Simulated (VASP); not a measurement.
Wanted: the native input for a VASP 6.6.1 run.

* Task: single point
* Functional: PBE
* Potentials or basis: VASP PAW PBE potentials, release 64 (Mg, Cd, Se)
* Cutoff: 600 eV
* k mesh: 2 × 2 × 2
* Occupations: gaussian, width 0.15 eV
* Spin: no spin polarisation
* Dipole correction: no
* Further INCAR settings: ALGO = Normal; EDIFF = 1e-06; NBANDS = 41

The structure of MgCd3Se4 lies in POSCAR:

```
MgCd3Se4
1.0
    5.7333908536      0.0000000000      0.0000000000
    0.0000000000      5.7333908536      0.0000000000
    0.0000000000      0.0000000000      5.7333908536
Mg Cd Se
1 3 4
Direct
    0.0000000000      0.0000000000      0.0000000000
    0.5000000000      0.0000000000      0.5000000000
    0.5000000000      0.5000000000      0.0000000000
    0.0000000000      0.5000000000      0.5000000000
    0.5000000000      0.0000000000      0.0000000000
    0.5000000000      0.5000000000      0.5000000000
    0.0000000000      0.5000000000      0.0000000000
    0.0000000000      0.0000000000      0.5000000000
```

These files were run (other wordings do the same):

INCAR

```
PREC = Accurate ; ENCUT = 600
EDIFF = 1E-6 ; ISMEAR = 0
SIGMA = 0.15 ; LREAL = F
LASPH = T ; NELM = 120
ALGO = Normal ; ISIF = 2
LWAVE = F ; LCHARG = F
GGA = PE ; NBANDS = 41
GGA_COMPAT = F
```

KPOINTS

```
regular mesh
0
Gamma
  2 2 2
```

Potentials or basis: VASP PAW PBE potentials, release 64 (Mg, Cd, Se).

The run is started by

```console
$ cat potpaw_PBE.64/Mg/POTCAR potpaw_PBE.64/Cd/POTCAR potpaw_PBE.64/Se/POTCAR > POTCAR
$ mpirun -np 1 vasp_std > vasp.out
```

Results of the run:

| Quantity | Value |
| --- | --- |
| Pressure | -0.4 GPa |
| Band gap on the k mesh | zero (band 31 reaches 2.31 eV, above the bottom of band 32 at 1.98 eV) |

Caveat: the k points lie up to 0.55 Å⁻¹ apart.

It took 23 s on 1 thread of Intel(R) Xeon(R) 6975P-C (Granite Rapids), on a shared host, peak memory 0.33 GiB.
